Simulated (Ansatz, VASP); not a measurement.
**HfN in VASP and in Ansatz**

File INCAR:

```
SYSTEM = HfN
ALGO = Normal
EDIFF = 1E-6
ENCUT = 520
ISIF = 2
ISMEAR = 0
LASPH = .TRUE.
LCHARG = .TRUE.
LELF = .TRUE.
LREAL = .FALSE.
LVHAR = .TRUE.
LWAVE = .FALSE.
NBANDS = 23
NELM = 80
PREC = Accurate
SIGMA = 0.15
```

KPOINTS

```
k-points
0
G
  14 14 10
  0 0 0
```

POSCAR

```
HfN
1.0
    0.0000000000     -2.2339756809     -2.2339756809
    0.0000000000      2.2339756809     -2.2339756809
    4.4679513618      0.0000000000      0.0000000000
Hf N
2 2
Direct
    0.5145217473      0.4854782527      0.5000000000
   -0.0145217473      0.0145217473      0.0000000000
    0.5018796635      0.4981203365      0.0000000000
   -0.0018796635      0.0018796635      0.5000000000
```

Input for Ansatz:

```yaml
crystal:
  lattice:
    - [0.0, -2.2339756809, -2.2339756809]
    - [0.0, 2.2339756809, -2.2339756809]
    - [4.4679513618, 0.0, 0.0]
  atoms:
    - { symbol: Hf, position: [0.5145217473, 0.4854782527, 0.5] }
    - { symbol: Hf, position: [-0.0145217473, 0.0145217473, 0.0] }
    - { symbol: "N", position: [0.5018796635, 0.4981203365, 0.0] }
    - { symbol: "N", position: [-0.0018796635, 0.0018796635, 0.5] }
basis:
  ecutwfc: 520.0
kpoints:
  mp_grid: { grid: [14, 14, 10] }
hamiltonian:
  xc: lda
  pseudopotentials: { kind: paw, azcp: { folder: soft_1 } }
scf:
  occupations: { method: gaussian, width: 0.15 }
output:
  forces: true
  stress: true
  eigenvalues: true
```

Change from the starting cell: mode 4 frozen in at -0.063 Å and mode 11 at -0.043 Å (largest displacements).

Alike in both runs: task single point; functional LDA; k mesh 14 × 14 × 10; occupations gaussian, width 0.15 eV; no spin polarisation.

|  | VASP | Ansatz |
| --- | --- | --- |
| version | VASP 6.6.1 | Ansatz 0.2.0 |
| potentials or method | VASP PAW LDA potentials, release 64 (Hf_pv, N), cutoff 520 eV | scalar-relativistic, plane waves, PAW |
| valence electrons in the cell | 30 | 62 |

```csv
,VASP,Ansatz,Ansatz less VASP
gap on the k mesh at the Fermi level (eV),none,none,-
pressure (GPa),-0.1,1.1,+1.18
"traceless stress, the component that is largest in VASP (GPa)",1.90,1.91,+0.006
rms of the force components (eV/Å),0.576,0.574,-0.0013
```

Ansatz warns that its potentials were made for another functional, while VASP's fit it. LDA's correlation is that of Perdew and Zunger in VASP and of Perdew and Wang (1992) in Ansatz. Atom by atom the forces differ by 0.003 eV/Å (rms over components). A gap of «none» marks a metal or a gap that the smearing closes. VASP's potentials hold 30 valence electrons a cell and Ansatz's 62, so a difference there can come from the potentials and not from the codes.

Neither program's run includes spin-orbit coupling.
